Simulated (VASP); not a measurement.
Input of a VASP 6.6.1 run:

The input INCAR:

```
PREC = Accurate
ENCUT = 500
EDIFF = 1E-6
ISMEAR = 0
SIGMA = 0.01
LREAL = F
LASPH = T
NELM = 120
ALGO = Normal
ISIF = 2
LWAVE = F
LCHARG = F
GGA = PS
NBANDS = 16
GGA_COMPAT = F
```

File KPOINTS:

```
Automatic mesh
0
Gamma
  4 4 4
```

Contents of POSCAR:

```
CdTe
1.0
    0.0000000000      3.1511616752      3.3693021237
    3.1511616752      0.0000000000      3.3693021237
    3.1511616752      3.1511616752      0.0000000000
Cd Te
1 1
Direct
    0.0000000000      0.0000000000      0.0000000000
    0.2500000000      0.2500000000      0.2500000000
```

Potentials or basis: VASP PAW PBE potentials, release 64 (Cd, Te).

Run with:

```sh
$ cat potpaw_PBE.64/Cd/POTCAR potpaw_PBE.64/Te/POTCAR > POTCAR
$ mpirun -np 1 vasp_std > vasp.out
```

Task: Predict the band gap on the k mesh.

Result: 0.60 eV, direct.

Task: What does it give for the pressure?

Result: 1.3 GPa.

Stress tensor (GPa, compression positive):
```
1.68 0.00 0.00
0.00 1.68 0.00
0.00 0.00 0.40
```

Caveat: the k points lie up to 0.42 Å⁻¹ apart; the PAW data sets were made with another functional, which shifts forces and pressure a little; spin-orbit coupling is left out, which moves the levels of the heavy elements.
